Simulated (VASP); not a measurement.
Runs of VASP 6.6.1 on ZrB2. The structure is that of space group P6/mmm (No. 191), or close to it. The cells are those of the table. 

```tsv
task	cell	k mesh	cutoff (eV)	smearing	gap on the mesh (eV)	pressure (GPa)
single point	a = 3.200, b = 3.200, c = 3.582 Å, angles 90.0, 90.0, 120.0°, 3 atoms	18 × 18 × 12	520	gaussian 0.1 eV	none	-6.5
single point	a = 3.045, b = 3.045, c = 3.380 Å, angles 90.0, 90.0, 120.0°, 3 atoms	18 × 18 × 12	520	gaussian 0.1 eV	none	39.3
single point	a = 3.141, b = 3.141, c = 3.502 Å, angles 90.0, 90.0, 120.0°, 3 atoms	15 × 15 × 12	520	gaussian 0.1 eV	none	7.8
relaxation of shape and atoms at fixed volume	relaxed from a = 3.108, b = 3.108, c = 3.466 Å, angles 90.0, 90.0, 120.0°, 3 atoms	18 × 18 × 12	600	gaussian 0.1 eV	none	16.8
single point	a = 3.078, b = 3.078, c = 3.421 Å, angles 90.0, 90.0, 120.0°, 3 atoms	15 × 15 × 12	520	gaussian 0.1 eV	none	27.2
relaxation of shape and atoms at fixed volume	relaxed from a = 3.044, b = 3.044, c = 3.383 Å, angles 90.0, 90.0, 120.0°, 3 atoms	18 × 18 × 12	600	gaussian 0.1 eV	none	39.3
single point	a = 3.229, b = 3.229, c = 3.622 Å, angles 90.0, 90.0, 120.0°, 3 atoms	18 × 18 × 12	500	methfessel-paxton 0.1 eV	none	(a)
single point	a = 3.078, b = 3.078, c = 3.421 Å, angles 90.0, 90.0, 120.0°, 3 atoms	18 × 18 × 12	520	gaussian 0.1 eV	none	27.2
single point	a = 3.229, b = 3.229, c = 3.622 Å, angles 90.0, 90.0, 120.0°, 3 atoms	15 × 15 × 12	520	gaussian 0.1 eV	none	-12.3
single point	a = 3.265, b = 3.265, c = 3.675 Å, angles 90.0, 90.0, 120.0°, 3 atoms	18 × 18 × 12	520	gaussian 0.1 eV	none	-18.7
relaxation of shape and atoms at fixed volume	relaxed from a = 3.139, b = 3.139, c = 3.506 Å, angles 90.0, 90.0, 120.0°, 3 atoms	18 × 18 × 12	600	gaussian 0.1 eV	none	7.8
single point	a = 3.045, b = 3.045, c = 3.380 Å, angles 90.0, 90.0, 120.0°, 3 atoms	15 × 15 × 12	520	gaussian 0.1 eV	none	39.3
```

Alike in all rows: level PBE; potentials or basis VASP PAW PBE potentials, release 64 (Zr_sv, B); no spin polarisation.

**Question.** Estimate the missing entries.

**Answer.** (a) -12.2.

A k mesh can miss the band edges, and the runs leave out spin-orbit coupling on Zr.

A gap of «none» marks levels without a gap at the run's occupations.
